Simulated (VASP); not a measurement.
# Li (C2/m) in VASP: further runs

The runs below take Li through single point, vibrations by perturbation theory, with PBE.

Program: VASP 6.6.1. These are calculated values, not measurements. Logs are shortened: lines on timing, memory, paths and dates and some standing lists are left out, and cuts for length are marked.

## (1) The cell of the first run

The structure is monoclinic, space group C2/m (No. 12). Conventional cell: a = 5.290 Å, b = 3.051 Å, c = 7.697 Å, α = 90.00°, β = 102.56°, γ = 90.00°. Within 4.0 Å of Li (site symmetry m) lie 12 Li at 3.04 to 3.08 Å. Within 4.0 Å of Li (site symmetry 2/m) lie 12 Li at 3.04 to 3.07 Å.

## (2) Single point, PBE

Input file POSCAR:

```
Li
1.0
    2.6447946480     -1.5256237074      0.0464336825
    2.6447946480      1.5256237074      0.0464336825
   -1.8057605943      0.0000000000      7.4823233286
Li
3
Direct
    0.2779664185      0.2779664185      0.3331236568
    0.5000000000      0.5000000000      0.0000000000
    0.7220335815      0.7220335815      0.6668763432
```

Input file INCAR.step1:

```
SYSTEM = Li
PREC = Accurate
ENCUT = 520
EDIFF = 1E-7
ISMEAR = 0
SIGMA = 0.1
LREAL = .False.
LASPH = .True.
NELM = 100
ALGO = Normal
ISIF = 2
LWAVE = .False.
LCHARG = .True.
GGA = PE
NBANDS = 12
```

Input file KPOINTS.step1:

```
Automatic mesh
0
Gamma
  18 18 6
  0 0 0
```

Input file INCAR.step2:

```
SYSTEM = Li
PREC = Accurate
ENCUT = 520
EDIFF = 1E-7
ISMEAR = -5
SIGMA = 0.1
LREAL = .False.
LASPH = .True.
NELM = 100
ALGO = Normal
ISIF = 2
LWAVE = .False.
LCHARG = .False.
GGA = PE
LORBIT = 10
NEDOS = 2001
ICHARG = 11
```

Input file KPOINTS.step2:

```
Automatic mesh
0
Gamma
  27 27 9
  0 0 0
```

Potentials or basis: VASP PAW PBE potentials, release 64 (Li_sv).

Run with:

```bash
> cat potpaw_PBE.64/Li_sv/POTCAR > POTCAR
> cp INCAR.step1 INCAR
> cp KPOINTS.step1 KPOINTS
> mpirun -np 1 vasp_std > vasp.out
> cp INCAR.step2 INCAR
> cp KPOINTS.step2 KPOINTS
> mpirun -np 1 vasp_std > vasp.out
```

OUTCAR:

```text
SYSTEM = Li
   PREC = Accurate
   ENCUT = 520
   EDIFF = 1E-7
   ISMEAR = -5
   LREAL = .False.
   LASPH = .True.
   NELM = 100
   ISIF = 2
   GGA = PE
   LORBIT = 10
   ICHARG = 11

 ion  position               nearest neighbor table
   1  0.278  0.278  0.333-
   2  0.500  0.500  0.000-
   3  0.722  0.722  0.667-

  LATTYP: Found a base centered monoclinic cell.
 ALAT       =     5.2904044522
 B/A-ratio  =     0.5767512564
 C/A-ratio  =     1.4549243051
 COS(beta)  =    -0.2175013894

  Lattice vectors:

 A1 = (   2.6447946480,  -1.5256237074,   0.0464336825)
 A2 = (   2.6447946480,   1.5256237074,   0.0464336825)
 A3 = (  -1.8057605943,   0.0000000000,   7.4823233286)

Analysis of symmetry for initial positions (statically):
=====================================================================
 Subroutine PRICEL returns:
 Original cell was already a primitive cell.

 Routine SETGRP: Setting up the symmetry group for a
 base centered monoclinic supercell.

 Subroutine GETGRP returns: Found  4 space group operations
 (whereof  4 operations were pure point group operations)
 out of a pool of  4 trial point group operations.

The static configuration has the point symmetry C_2h.

Analysis of symmetry for dynamics (positions and initial velocities):
=====================================================================
 Subroutine PRICEL returns:
 Original cell was already a primitive cell.

 Routine SETGRP: Setting up the symmetry group for a
 base centered monoclinic supercell.

 Subroutine GETGRP returns: Found  4 space group operations
 (whereof  4 operations were pure point group operations)
 out of a pool of  4 trial point group operations.

The dynamic configuration has the point symmetry C_2h.

 Subroutine INISYM returns: Found  4 space group operations
 (whereof  4 operations are pure point group operations),
 and found     1 'primitive' translations

----------------------------------------------------------------------------------------

                                     Primitive cell

  volume of cell :      60.6376

  direct lattice vectors                    reciprocal lattice vectors
     2.644794648 -1.525623707  0.046433682     0.188252955 -0.327734813  0.045432381
     2.644794648  1.525623707  0.046433682     0.188252955  0.327734813  0.045432381
    -1.805760594  0.000000000  7.482323329    -0.002336514  0.000000000  0.133084441

  length of vectors
     3.053624488  3.053624488  7.697138021     0.380674906  0.380674906  0.133104950

[... 99 lines left out ...]
   ISMEAR =    -5;   SIGMA  =   0.10  broadening in eV -4-tet -1-fermi 0-gaus
   EFERMI_NEDOS =   21; number of points for ismear=-14 and -15
   IALGO  =     38    algorithm
   IMIX   =      4    mixing-type and parameters
     AMIX     =   0.40;   BMIX     =  1.00
     AMIX_MAG =   1.60;   BMIX_MAG =  1.00
  volume/ion in A,a.u.               =      20.21       136.40
  Fermi-wavevector in a.u.,A,eV,Ry     =   0.866779  1.637975 10.222133  0.751306
  Thomas-Fermi vector in A             =   1.985217
   LORBIT       =     10    0 simple, 1 ext, 2 COOP (PROOUT), +10 PAW based schemes
   GGA     = PE    functional components
   LHFCALC =     F    Hartree Fock is set to
   AEXX    =    0.0000 exact exchange contribution
   IVDW    =     0    specifies the selected vdW correction
   LEPSILON=     F    determine dielectric tensor
   LRPA    =     F    only Hartree local field effects (RPA)
 non-spin polarized calculation
 Fermi weights with tetrahedron method with Bloechl corrections
  energy-cutoff  :      520.00
  volume of cell :       60.64
 maximum number of plane-waves:      1653

 number of electron       9.0000012 magnetization

 Free energy of the ion-electron system (eV)
  ---------------------------------------------------
  ext. energy  EPLUGINS =         0.00000000
  ---------------------------------------------------
  free energy    TOTEN  =        -5.71828618 eV

  energy without entropy =       -5.71828618  energy(sigma->0) =       -5.71828618

 E-fermi :   0.6285     XC(G=0):  -7.0511

 val. band max:        0.7190792447   @ k =  -0.1852   0.1852   0.0000
 cond. band min:       0.5731866136   @ k =  -0.1111  -0.3333   0.1111
 fundamental gap:     -0.1458926311
 Fermi energy:         0.6285364025

 k-point     1 :       0.0000    0.0000    0.0000
  band No.  band energies     occupation
      1     -45.8905      2.00000
      2     -45.8776      2.00000
      3     -45.8767      2.00000
      4      -2.9313      2.00000
      5      -0.9839      2.00000
      6      -0.9827      2.00000
      7       6.2722      0.00000
      8       6.2827      0.00000
[... 243 lines left out ...]
 k-point    24 :       0.3704    0.0370    0.0000
  band No.  band energies     occupation
      1     -45.8764      2.00000
      2     -45.8703      2.00000
      3     -45.8685      2.00000
      4      -0.9157      2.00000
      5       0.5574      1.27328
      6       1.5378      0.00000
      7       4.6224      0.00000
      8       6.1295      0.00000

 [... further k-points ...]

------------------------ aborting loop because EDIFF is reached ----------------------------------------

  FORCE on cell =-STRESS in cart. coord.  units (eV):
  Direction    XX          YY          ZZ          XY          YZ          ZX
  --------------------------------------------------------------------------------------
  -------------------------------------------------------------------------------------
  Total       -0.0077032     -0.0160983     -0.0556290      0.0000000      0.0000000     -0.0179792
  in kB       -0.2035353     -0.4253515     -1.4698389      0.0000000      0.0000000     -0.4750501
  external PRESSURE =      -0.6995753 kB  Pullay stress =       0.0000000 kB

 VOLUME and BASIS-vectors are now :
 -----------------------------------------------------------------------------
  energy-cutoff  :      520.00
  volume of cell :       60.64
      direct lattice vectors                 reciprocal lattice vectors
     2.644794648 -1.525623707  0.046433682     0.188252955 -0.327734813  0.045432381
     2.644794648  1.525623707  0.046433682     0.188252955  0.327734813  0.045432381
    -1.805760594  0.000000000  7.482323329    -0.002336514  0.000000000  0.133084441

 POSITION                                       TOTAL-FORCE (eV/Angst)
 -----------------------------------------------------------------------------------
      0.86879      0.00000      2.51835         0.000204      0.000000      0.002370
      2.64479      0.00000      0.04643         0.000000     -0.000000      0.000000
      2.61504      0.00000      5.05684        -0.000204      0.000000     -0.002370
 -----------------------------------------------------------------------------------
    total drift:                               -0.000000     -0.000000      0.000000

  FREE ENERGIE OF THE ION-ELECTRON SYSTEM (eV)
  ---------------------------------------------------
  free  energy   TOTEN  =        -5.7182861798 eV

  energy  without entropy=       -5.7182861798  energy(sigma->0) =       -5.71828618

 total charge

# of ion       s       p       d       tot
------------------------------------------
    1        2.033   0.041   0.000   2.074
    2        2.033   0.041   0.000   2.074
    3        2.033   0.041   0.000   2.074
--------------------------------------------------
tot          6.099   0.124   0.000   6.223
```

OUTCAR.step1:

```text
SYSTEM = Li
   PREC = Accurate
   ENCUT = 520
   EDIFF = 1E-7
   ISMEAR = 0
   LREAL = .False.
   LASPH = .True.
   NELM = 100
[... 586 lines left out ...]
      0.86879      0.00000      2.51835         0.000041     -0.000000      0.002695
      2.64479      0.00000      0.04643        -0.000000      0.000000      0.000000
      2.61504      0.00000      5.05684        -0.000041     -0.000000     -0.002695
 -----------------------------------------------------------------------------------
    total drift:                               -0.000000     -0.000000      0.000000

  FREE ENERGIE OF THE ION-ELECTRON SYSTEM (eV)
  ---------------------------------------------------
  free  energy   TOTEN  =        -5.7243687197 eV

  energy  without entropy=       -5.7181495182  energy(sigma->0) =       -5.72125912
```

OSZICAR.step1:

```text
N       E                     dE             d eps       ncg     rms          rms(c)
DAV:   1     0.338318207189E+02    0.33832E+02   -0.42531E+03 12584   0.681E+02
DAV:   2     0.239349016155E+01   -0.31438E+02   -0.30410E+02 14344   0.164E+02
DAV:   3    -0.560261865864E+01   -0.79961E+01   -0.79299E+01 24380   0.460E+01
DAV:   4    -0.572634836458E+01   -0.12373E+00   -0.12365E+00 16212   0.976E+00
DAV:   5    -0.572939902833E+01   -0.30507E-02   -0.30504E-02 20024   0.118E+00    0.375E-01
DAV:   6    -0.572598368949E+01    0.34153E-02   -0.10611E-03 23136   0.163E-01    0.214E-01
DAV:   7    -0.572436934440E+01    0.16143E-02   -0.20326E-03 24712   0.208E-01    0.460E-02
DAV:   8    -0.572437001026E+01   -0.66585E-06   -0.57709E-05 16800   0.621E-02    0.100E-02
DAV:   9    -0.572436909828E+01    0.91198E-06   -0.54636E-06 21168   0.149E-02    0.103E-03
DAV:  10    -0.572436883098E+01    0.26730E-06   -0.33588E-08 13388   0.220E-03    0.337E-04
DAV:  11    -0.572436867278E+01    0.15820E-06   -0.21763E-08 11784   0.155E-03    0.104E-04
DAV:  12    -0.572436871972E+01   -0.46945E-07   -0.92014E-09 10892   0.901E-04
   1 F= -.57243687E+01 E0= -.57212591E+01  d E =-.621920E-02
```

It took 12 min on 1 thread of Intel Xeon Platinum 8488C (Sapphire Rapids), shared host; peak memory 0.69 GiB.

Results:

* Valence electrons inside the program's atomic spheres: Li 2.07

Caveat: the cutoff is under 1.25 times the usual one of these potentials, so pressure, stress and relaxed cells hold a basis-set (Pulay) error; tetrahedron occupations give inexact forces and stress in metals.

(Continued in part 2 of 2.)
